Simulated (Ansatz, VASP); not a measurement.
# SnSe: VASP beside Ansatz

```
Sn Se
1.0
     0.00000    2.97275    2.97275
     3.27003    0.00000    2.97275
     3.27003    2.97275    0.00000
Sn Se
1 1
Cartesian
  0.0000 0.0000 0.0000
  3.2700 2.9728 2.9728
```

Change from the starting cell: strain +0.1000 x Voigt [1, 0, 0, 0, 0, 0], atoms carried along.

Alike in both runs: task single point; functional PBEsol; k mesh 8 × 8 × 8; occupations gaussian, width 0.05 eV; no spin polarisation.

```csv
,VASP,Ansatz
version,VASP 6.6.1,Ansatz 0.2.0
potentials or method,"VASP PAW PBE potentials, release 64 (Sn_d, Se), cutoff 520 eV","scalar-relativistic, plane waves, PAW"
valence electrons in the cell,20,30
```

|  | VASP | Ansatz | Ansatz less VASP |
| --- | --- | --- | --- |
| gap on the k mesh at the Fermi level (eV) | 0.44 | 0.44 | -0.001 |
| least direct gap on the mesh (eV) | 0.56 | 0.56 | 0.000 |
| pressure (GPa) | -3.3 | -3.3 | -0.01 |
| traceless stress, the component that is largest in VASP (GPa) | -4.48 | -4.45 | +0.031 |

VASP's potentials were made for PBE, not for PBEsol. With one functional, cell and mesh, what is left measures potentials, basis and numerics. VASP's potentials hold 20 valence electrons a cell and Ansatz's 30, so a difference there can come from the potentials and not from the codes.
